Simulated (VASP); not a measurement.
# Sn3PbS4 (Pm-3m) in VASP: a series of runs

The runs below take Sn3PbS4 through single point, relaxation of cell and atoms, with PBE.

All numbers are computed with VASP 6.6.1; they aren't measurements. Logs are shortened: lines on timing, memory, paths and dates and some standing lists are left out, and cuts for length are marked.

**1. The cell of the first run**

Symmetry: Pm-3m, No. 221, cubic system. The conventional cell has a = 5.895 Å, b = 5.895 Å, c = 5.895 Å, α = 90.00°, β = 90.00°, γ = 90.00°. Within 3.9 Å of Sn (site symmetry 4/mmm) lie 6 S at 2.95 Å. Pb (site symmetry m-3m) has 6 S at 2.95 Å within 3.9 Å. S (site symmetry 4/mmm) has 4 Sn at 2.95 Å and 2 Pb at 2.95 Å within 3.9 Å. Within 3.9 Å of S (site symmetry m-3m) lie 6 Sn at 2.95 Å.

**2. Single point, PBE**

Input file INCAR:

```
SYSTEM = Sn3PbS4
PREC = Accurate
ENCUT = 520
EDIFF = 1E-7
ISMEAR = 0
SIGMA = 0.1
LREAL = .False.
LASPH = .True.
NELM = 100
ALGO = Normal
ISIF = 2
LWAVE = .False.
LCHARG = .False.
GGA = PE
NBANDS = 50
```

Input file KPOINTS:

```
Automatic mesh
0
Gamma
  6 6 6
  0 0 0
```

Input file POSCAR:

```
Sn3PbS4
1.0
    5.8945701299      0.0000000000      0.0000000000
    0.0000000000      5.8945701299      0.0000000000
    0.0000000000      0.0000000000      5.8945701299
Sn Pb S
3 1 4
Direct
    0.0000000000      0.5000000000      0.5000000000
    0.5000000000      0.5000000000      0.0000000000
    0.5000000000      0.0000000000      0.5000000000
    0.0000000000      0.0000000000      0.0000000000
    0.5000000000      0.0000000000      0.0000000000
    0.0000000000      0.0000000000      0.5000000000
    0.5000000000      0.5000000000      0.5000000000
    0.0000000000      0.5000000000      0.0000000000
```

Potentials or basis: VASP PAW PBE potentials, release 64 (Sn_d, Pb_d, S).

Launch:

```sh
$ cat potpaw_PBE.64/Sn_d/POTCAR potpaw_PBE.64/Pb_d/POTCAR potpaw_PBE.64/S/POTCAR > POTCAR
$ mpirun -np 1 vasp_std > vasp.out
```

OUTCAR:

```text
SYSTEM = Sn3PbS4
   PREC = Accurate
   ENCUT = 520
   EDIFF = 1E-7
   ISMEAR = 0
   LREAL = .False.
   LASPH = .True.
   NELM = 100
   ISIF = 2
   GGA = PE

 ion  position               nearest neighbor table
   1  0.000  0.500  0.500-   6 2.95   7 2.95   8 2.95   8 2.95   6 2.95   7 2.95
   2  0.500  0.500  0.000-   5 2.95   7 2.95   8 2.95   7 2.95   5 2.95   8 2.95
   3  0.500  0.000  0.500-   5 2.95   6 2.95   7 2.95   5 2.95   7 2.95   6 2.95
   4  0.000  0.000  0.000-   5 2.95   6 2.95   8 2.95   6 2.95   8 2.95   5 2.95
   5  0.500  0.000  0.000-   2 2.95   3 2.95   4 2.95   3 2.95   2 2.95   4 2.95
   6  0.000  0.000  0.500-   1 2.95   3 2.95   4 2.95   4 2.95   1 2.95   3 2.95
   7  0.500  0.500  0.500-   1 2.95   2 2.95   3 2.95   2 2.95   3 2.95   1 2.95
   8  0.000  0.500  0.000-   1 2.95   2 2.95   4 2.95   1 2.95   4 2.95   2 2.95

  LATTYP: Found a simple cubic cell.
 ALAT       =     5.8945701299

  Lattice vectors:

 A1 = (   5.8945701299,   0.0000000000,   0.0000000000)
 A2 = (   0.0000000000,   5.8945701299,   0.0000000000)
 A3 = (   0.0000000000,   0.0000000000,   5.8945701299)

Analysis of symmetry for initial positions (statically):
=====================================================================
 Subroutine PRICEL returns:
 Original cell was already a primitive cell.

 Routine SETGRP: Setting up the symmetry group for a
 simple cubic supercell.

 Subroutine GETGRP returns: Found 48 space group operations
 (whereof 48 operations were pure point group operations)
 out of a pool of 48 trial point group operations.

The static configuration has the point symmetry O_h .

Analysis of symmetry for dynamics (positions and initial velocities):
=====================================================================
 Subroutine PRICEL returns:
 Original cell was already a primitive cell.

 Routine SETGRP: Setting up the symmetry group for a
 simple cubic supercell.

 Subroutine GETGRP returns: Found 48 space group operations
 (whereof 48 operations were pure point group operations)
 out of a pool of 48 trial point group operations.

The dynamic configuration has the point symmetry O_h .

 Subroutine INISYM returns: Found 48 space group operations
 (whereof 48 operations are pure point group operations),
 and found     1 'primitive' translations

----------------------------------------------------------------------------------------

                                     Primitive cell

  volume of cell :     204.8125

  direct lattice vectors                    reciprocal lattice vectors
     5.894570130  0.000000000  0.000000000     0.169647655  0.000000000  0.000000000
     0.000000000  5.894570130  0.000000000     0.000000000  0.169647655  0.000000000
     0.000000000  0.000000000  5.894570130     0.000000000  0.000000000  0.169647655

  length of vectors
     5.894570130  5.894570130  5.894570130     0.169647655  0.169647655  0.169647655

  position of ions in fractional coordinates (direct lattice)
     0.000000000  0.500000000  0.500000000
     0.500000000  0.500000000  0.000000000
     0.500000000  0.000000000  0.500000000
     0.000000000  0.000000000  0.000000000
     0.500000000  0.000000000  0.000000000
     0.000000000  0.000000000  0.500000000
     0.500000000  0.500000000  0.500000000
     0.000000000  0.500000000  0.000000000

  ion indices of the primitive-cell ions
   primitive index   ion index
                 1           1
                 2           2
                 3           3
                 4           4
                 5           5
                 6           6
                 7           7
                 8           8

----------------------------------------------------------------------------------------

 KPOINTS: Automatic mesh

Automatic generation of k-mesh.
 Grid dimensions read from file:
 generate k-points for:    6    6    6

 Generating k-lattice:

  Cartesian coordinates                     Fractional coordinates (reciprocal lattice)
     0.028274609  0.000000000  0.000000000     0.166666667  0.000000000  0.000000000
     0.000000000  0.028274609  0.000000000     0.000000000  0.166666667  0.000000000
     0.000000000  0.000000000  0.028274609     0.000000000  0.000000000  0.166666667

  Length of vectors
     0.028274609  0.028274609  0.028274609

  Shift w.r.t. Gamma in fractional coordinates (k-lattice)
     0.000000000  0.000000000  0.000000000

 Subroutine IBZKPT returns following result:
 ===========================================

 Found     20 irreducible k-points:

 Following reciprocal coordinates:
            Coordinates               Weight
  0.000000  0.000000  0.000000      1.000000
  0.166667  0.000000  0.000000      6.000000
  0.333333  0.000000  0.000000      6.000000
  0.500000  0.000000  0.000000      3.000000
  0.166667  0.166667  0.000000     12.000000
  0.333333  0.166667  0.000000     24.000000
[... 12 lines left out ...]
  0.500000  0.500000  0.333333      6.000000
  0.500000  0.500000  0.500000      1.000000
   k-points           NKPTS =     20   k-points in BZ     NKDIM =     20   number of bands    NBANDS=     50
   number of dos      NEDOS =    301   number of ions     NIONS =      8
   total plane-waves  NPLWV = 110592
   dimension x,y,z NGX =    48 NGY =   48 NGZ =   48
   dimension x,y,z NGXF=    96 NGYF=   96 NGZF=   96
   ions per type =               3   1   4
   NGX,Y,Z   is equivalent  to a cutoff of  13.54, 13.54, 13.54 a.u.
   NGXF,Y,Z  is equivalent  to a cutoff of  27.08, 27.08, 27.08 a.u.
 SYSTEM =  Sn3PbS4
   PREC   = accura    normal or accurate (medium, high low for compatibility)
   ISTART =      0    job   : 0-new  1-cont  2-samecut
   ICHARG =      2    charge: 1-file 2-atom 10-const
   ISPIN  =      1    spin polarized calculation?
   LNONCOLLINEAR =      F non collinear calculations
   LSORBIT =      F    spin-orbit coupling
   LASPH  =      T    aspherical Exc in radial PAW
   ENCUT  =  520.0 eV  38.22 Ry    6.18 a.u.  10.96 10.96 10.96*2*pi/ulx,y,z
   NELM   =    100;   NELMIN=  2; NELMDL= -5     # of ELM steps
   EDIFF  = 0.1E-06   stopping-criterion for ELM
   LREAL  =      F    real-space projection
   EDIFFG = 0.1E-05   stopping-criterion for IOM
   NSW    =      0    number of steps for IOM
   IBRION =     -1    ionic relax: 0-MD 1-quasi-New 2-CG
   NFREE  =      0    steps in history (QN), initial steepest desc. (CG)
   ISIF   =      2    stress and relaxation
   ISYM   =      2    0-nonsym 1-usesym 2-fastsym
   POTIM  = 0.5000    time-step for ionic-motion
   TEBEG  =    0.0;   TEEND  =   0.0 temperature during run
   PSTRESS=    0.0 pullay stress
   NELECT =      80.0000    total number of electrons
   NUPDOWN=      -1.0000    fix difference up-down
   EMIN   =  10.00;   EMAX   =-10.00  energy-range for DOS
   EFERMI =   0.00;   METHOD = LEGACY
   ISMEAR =     0;   SIGMA  =   0.10  broadening in eV -4-tet -1-fermi 0-gaus
   EFERMI_NEDOS =   21; number of points for ismear=-14 and -15
   IALGO  =     38    algorithm
   IMIX   =      4    mixing-type and parameters
     AMIX     =   0.40;   BMIX     =  1.00
     AMIX_MAG =   1.60;   BMIX_MAG =  1.00
  volume/ion in A,a.u.               =      25.60       172.77
  Fermi-wavevector in a.u.,A,eV,Ry     =   1.196702  2.261439 19.484845  1.432096
  Thomas-Fermi vector in A             =   2.332636
   LORBIT       =      0    0 simple, 1 ext, 2 COOP (PROOUT), +10 PAW based schemes
   GGA     = PE    functional components
   LHFCALC =     F    Hartree Fock is set to
   AEXX    =    0.0000 exact exchange contribution
   IVDW    =     0    specifies the selected vdW correction
   LEPSILON=     F    determine dielectric tensor
   LRPA    =     F    only Hartree local field effects (RPA)
 non-spin polarized calculation
 Gauss-broadening in eV      SIGMA  =   0.10
  energy-cutoff  :      520.00
  volume of cell :      204.81
 maximum number of plane-waves:      5554
 NGX is ok and might be reduce to    48
   NGX = 21   NGY = 21   NGZ = 21

 number of electron      79.9999973 magnetization

 Free energy of the ion-electron system (eV)
  ---------------------------------------------------
  ext. energy  EPLUGINS =         0.00000000
  ---------------------------------------------------
  free energy    TOTEN  =       -35.06051693 eV

  energy without entropy =      -35.05968291  energy(sigma->0) =      -35.06009992

 E-fermi :   6.2121     XC(G=0):  -9.6382

 val. band max:        6.1733406344   @ k =   0.5000   0.5000   0.5000
 cond. band min:       6.4860712942   @ k =   0.5000   0.5000   0.3333
 fundamental gap:      0.3127306598
 Fermi energy:         6.2121339265

 k-point     1 :       0.0000    0.0000    0.0000
  band No.  band energies     occupation
      1     -15.5905      2.00000
      2     -15.5769      2.00000
      3     -15.5769      2.00000
      4     -15.5751      2.00000
      5     -15.5751      2.00000
      6     -15.5751      2.00000
[... 42 lines left out ...]
     49      11.3106      0.00000
     50      11.3493      0.00000

 k-point     2 :       0.1667    0.0000    0.0000
  band No.  band energies     occupation
      1     -15.5882      2.00000
      2     -15.5763      2.00000
      3     -15.5751      2.00000
      4     -15.5750      2.00000
      5     -15.5734      2.00000
      6     -15.5734      2.00000
[... 42 lines left out ...]
     49      10.8992      0.00000
     50      11.2430      0.00000

 k-point     3 :       0.3333    0.0000    0.0000
  band No.  band energies     occupation
      1     -15.5832      2.00000
      2     -15.5746      2.00000
      3     -15.5746      2.00000
      4     -15.5707      2.00000
      5     -15.5689      2.00000
      6     -15.5689      2.00000
[... 890 lines left out ...]
     49       8.5201      0.00000
     50       8.5572      0.00000

 k-point    20 :       0.5000    0.5000    0.5000
  band No.  band energies     occupation
      1     -15.5713      2.00000
      2     -15.5713      2.00000
      3     -15.5713      2.00000
      4     -15.5701      2.00000
      5     -15.5701      2.00000
      6     -15.5701      2.00000
[... 42 lines left out ...]
     49       7.5686      0.00000
     50       7.7883      0.00000

------------------------ aborting loop because EDIFF is reached ----------------------------------------

  FORCE on cell =-STRESS in cart. coord.  units (eV):
  Direction    XX          YY          ZZ          XY          YZ          ZX
  --------------------------------------------------------------------------------------
  -------------------------------------------------------------------------------------
  Total       -0.1156849     -0.1156849     -0.1156849      0.0000000     -0.0000000      0.0000000
  in kB       -0.9049628     -0.9049628     -0.9049628      0.0000000     -0.0000000      0.0000000
  external PRESSURE =      -0.9049628 kB  Pullay stress =       0.0000000 kB

 VOLUME and BASIS-vectors are now :
 -----------------------------------------------------------------------------
  energy-cutoff  :      520.00
  volume of cell :      204.81
      direct lattice vectors                 reciprocal lattice vectors
     5.894570130  0.000000000  0.000000000     0.169647655  0.000000000  0.000000000
     0.000000000  5.894570130  0.000000000     0.000000000  0.169647655  0.000000000
     0.000000000  0.000000000  5.894570130     0.000000000  0.000000000  0.169647655

 POSITION                                       TOTAL-FORCE (eV/Angst)
 -----------------------------------------------------------------------------------
      0.00000      2.94729      2.94729         0.000000      0.000000      0.000000
      2.94729      2.94729      0.00000         0.000000      0.000000      0.000000
      2.94729      0.00000      2.94729         0.000000      0.000000      0.000000
      0.00000      0.00000      0.00000         0.000000      0.000000      0.000000
      2.94729      0.00000      0.00000         0.000000      0.000000      0.000000
      0.00000      0.00000      2.94729         0.000000      0.000000      0.000000
      2.94729      2.94729      2.94729         0.000000      0.000000      0.000000
      0.00000      2.94729      0.00000         0.000000      0.000000      0.000000
 -----------------------------------------------------------------------------------
    total drift:                                0.000000      0.000000     -0.000000

  FREE ENERGIE OF THE ION-ELECTRON SYSTEM (eV)
  ---------------------------------------------------
  free  energy   TOTEN  =       -35.0605169263 eV

  energy  without entropy=      -35.0596829127  energy(sigma->0) =      -35.06009992
```

Wall time 3.2 min (1 thread of Intel Xeon Platinum 8488C (Sapphire Rapids), shared host); peak memory 0.42 GiB.

Results:

* Free energy: -35.0605 eV
* Pressure: -0.1 GPa
* Band gap on the k mesh: zero (filled and empty bands touch)

Caveat: spin-orbit coupling is left out, which moves the levels of the heavy elements.

**3. Relaxation of cell and atoms, PBE**

This run uses another cell than the first one, of 26.20 Å³/atom, 1.024 times its volume.

Input file INCAR:

```
  PREC = Accurate
  ENCUT = 600
  EDIFF = 1E-6
  ISMEAR = 0
  SIGMA = 0.1
  LREAL = False
  LASPH = True
  NELM = 100
  ALGO = Normal
  ISIF = 3
  LWAVE = False
  LCHARG = False
  GGA = PE
  IBRION = 2
  NSW = 100
  EDIFFG = -0.01
```

Input file KPOINTS:

```
regular mesh
0
Gamma
  6 6 6
```

Changes to POSCAR since step 2:

```diff
@@ -2,5 +2,5 @@
 1.0
-    5.8945701299      0.0000000000      0.0000000000
-    0.0000000000      5.8945701299      0.0000000000
-    0.0000000000      0.0000000000      5.8945701299
+    5.9405139700      0.0000000000      0.0000000000
+    0.0000000000      5.9405139700      0.0000000000
+    0.0000000000      0.0000000000      5.9405139700
 Sn Pb S
```

Potentials or basis: VASP PAW PBE potentials, release 64 (Sn_d, Pb_d, S).

Launch:

```sh
$ cat potpaw_PBE.64/Sn_d/POTCAR potpaw_PBE.64/Pb_d/POTCAR potpaw_PBE.64/S/POTCAR > POTCAR
$ mpirun -np 1 vasp_std > vasp.out
```

Wall time 7.7 min (1 thread of Intel Xeon Platinum 8488C (Sapphire Rapids), shared host); peak memory 0.47 GiB.

Results (log left out):

* Free energy: -35.0620 eV
* Relaxed volume: 25.58 Å³/atom
* Relaxed cell: a = 5.893 Å, b = 5.893 Å, c = 5.893 Å, α = 90.00°, β = 90.00°, γ = 90.00°
* Space group after relaxing (to 0.05 Å): Pm-3m (No. 221)
* Energy gained by relaxing: 2.4 meV/atom
* Ionic steps: 3
* Pressure after relaxing: 0.0 GPa
* Band gap on the k mesh: zero (filled and empty bands touch)

The path:
```tsv
step	energy change (eV)	largest force (eV/Å)	pressure (GPa)	volume (Å³)
1	0.0000	0.0000	-1.25	209.64
2	-0.0185	0.0000	0.31	203.49
3	-0.0196	0.0000	0.00	204.67
```

Final structure:
```
Sn Pb S
1.0
     5.89320    0.00000    0.00000
     0.00000    5.89320    0.00000
     0.00000    0.00000    5.89320
Sn Pb S
3 1 4
Direct
  0.00000 0.50000 0.50000
  0.50000 0.50000 0.00000
  0.50000 0.00000 0.50000
  0.00000 0.00000 0.00000
  0.50000 0.00000 0.00000
  0.00000 0.00000 0.50000
  0.50000 0.50000 0.50000
  0.00000 0.50000 0.00000
```

Levels at points of the mesh, in eV from the Fermi level:
```csv
k point,band 36,band 37,band 38,band 39,band 40,band 41,band 42,band 43,band 44,band 45
"(0.00, 0.00, 0.00)",-3.86,-3.86,-2.56,-2.56,-2.56,3.17,3.17,3.17,4.56,4.56
"(0.50, 0.00, 0.00)",-3.25,-1.99,-1.85,-1.27,-1.19,1.58,1.69,1.90,2.11,3.98
"(0.50, 0.50, 0.00)",-2.28,-1.16,-0.75,-0.75,-0.74,0.96,1.00,1.07,1.07,1.80
"(0.50, 0.50, 0.50)",-2.17,-0.33,-0.09,-0.04,-0.04,-0.04,0.35,0.35,0.35,1.34
```

Caveat: spin-orbit coupling is left out, which moves the levels of the heavy elements.

[end of part 1 of 2]
